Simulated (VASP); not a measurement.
Crystal: ZnS.

```
CELL_PARAMETERS angstrom
3.70267 0.00000 0.00000
-1.85134 3.20661 0.00000
0.00000 0.00000 5.97645
ATOMIC_POSITIONS crystal
Zn 0.66667 0.33333 0.50060
Zn 0.33333 0.66667 0.00060
S 0.66667 0.33333 0.87971
S 0.33333 0.66667 0.37971
```

| Item | Value |
| --- | --- |
| Program | VASP 6.6.1 |
| Task | relaxation of cell and atoms |
| Functional | PBE |
| Potentials or basis | VASP PAW PBE potentials, release 64 (Zn, S) |
| Cutoff | 600 eV |
| k mesh | 6 × 6 × 4 |
| Occupations | gaussian, width 0.1 eV |
| Spin | no spin polarisation |

At the start: pressure 12.2 GPa; volume 17.74 Å³/atom.

Task: How do energy, volume and symmetry change on relaxing?

Result: Over 6 steps the energy falls by 85.2 meV/atom and the volume is 20.17 Å³/atom (+13.7 %); space group P6_3mc (No. 186, to 0.05 Å).

Step by step:
```csv
step,energy change (eV),largest force (eV/Å),pressure (GPa),volume (Å³)
1,0.0000,0.0735,12.17,70.96
2,-0.2845,0.0474,-3.48,85.72
3,-0.3387,0.0596,-0.05,80.91
4,-0.3386,0.0601,0.17,80.71
5,-0.3398,0.0529,0.19,80.70
6,-0.3409,0.0354,0.19,80.68
```

Final structure:
```xyz
4
Lattice="3.8434 0.0000 0.0000 -1.9217 3.3285 0.0000 0.0000 0.0000 6.3068" Properties=species:S:1:pos:R:3 pbc="T T T"
Zn    1.9217    1.1095    3.1688
Zn    0.0000    2.2190    0.0154
S     1.9217    1.1095    5.5366
S     0.0000    2.2190    2.3832
```

Caveat: the relaxation stopped at a loose force limit of 0.05 eV/Å, so its end isn't a converged minimum.
